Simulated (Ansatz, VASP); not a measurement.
## Sc5Al in VASP and in Ansatz

The input INCAR:

```
SYSTEM = Sc5Al
PREC     = Accurate       ! precision mode
ENCUT    = 600            ! plane-wave cutoff, eV
EDIFF    = 1E-6           ! SCF threshold, eV
ISMEAR   = 0              ! smearing method
SIGMA    = 0.1            ! smearing width, eV
LREAL    = .False.        ! projectors in reciprocal space
LASPH    = .True.         ! aspherical terms in the spheres
NELM     = 80             ! most SCF steps
ALGO     = Fast           ! electronic algorithm
ISIF     = 3              ! what is computed and relaxed
LWAVE    = .False.        ! write WAVECAR
LCHARG   = .False.        ! write CHGCAR
GGA      = PE             ! functional
IBRION   = 2              ! ionic algorithm
NSW      = 100            ! ionic steps
EDIFFG   = -0.01          ! ionic threshold
```

KPOINTS

```
regular mesh
0
Gamma
  12 12 4
  0 0 0
```

File POSCAR:

```
Sc5Al
1.0
    3.2518100000      0.0000000000      0.0000000000
    0.0000000000      3.2518100000      0.0000000000
    0.0000000000      0.0000000000     13.0465348000
Sc Al
5 1
Direct
    0.0000000000      0.0000000000      0.6434030000
    0.5000000000      0.5000000000      0.8223780000
    0.0000000000      0.0000000000      0.0000000000
    0.5000000000      0.5000000000      0.1776220000
    0.0000000000      0.0000000000      0.3565970000
    0.5000000000      0.5000000000      0.5000000000
```

Input for Ansatz:

```yaml
crystal:
  lattice:
    - [3.25181, 0.0, 0.0]
    - [0.0, 3.25181, 0.0]
    - [0.0, 0.0, 13.0465348]
  atoms:
    - { symbol: Sc, position: [0.0, 0.0, 0.643403] }
    - { symbol: Sc, position: [0.5, 0.5, 0.822378] }
    - { symbol: Sc, position: [0.0, 0.0, 0.0] }
    - { symbol: Sc, position: [0.5, 0.5, 0.177622] }
    - { symbol: Sc, position: [0.0, 0.0, 0.356597] }
    - { symbol: Al, position: [0.5, 0.5, 0.5] }
basis:
  ecutwfc: 420
kpoints:
  mp_grid: { grid: [12, 12, 4] }
hamiltonian:
  xc: pbe
scf:
  occupations: { method: gaussian, width: 0.1 }
output:
  forces: true
  stress: true
  eigenvalues: true
  write_density: true
  write_potential: true
  elf: true
  volumetric_format: npy
relax:
  adjacent_minimum: "off"
  f_tol: 0.01
  max_steps: 80
  cell: { stress_tol: 0.05 }
```

Alike in both runs: task relaxation of cell and atoms; functional PBE; k mesh 12 × 12 × 4; occupations gaussian, width 0.1 eV; no spin polarisation.

|  | VASP | Ansatz |
| --- | --- | --- |
| version | VASP 6.6.1 | Ansatz 0.2.0 |
| potentials or method | VASP PAW PBE potentials, release 64 (Sc_sv, Al), cutoff 600 eV | scalar-relativistic, plane waves, PAW |
| valence electrons in the cell | 58 | 58 |

|  | VASP | Ansatz | Ansatz less VASP |
| --- | --- | --- | --- |
| gap on the k mesh at the Fermi level, each at its own relaxed structure (eV) | none | none | - |
| relaxed volume (Å³/atom) | 23.04 | 22.99 | -0.045 |
| relaxed cell length with the largest relative difference (Å) | 3.254 | 3.252 | -0.0021 |

A gap of «none» marks a metal or a gap that the smearing closes.
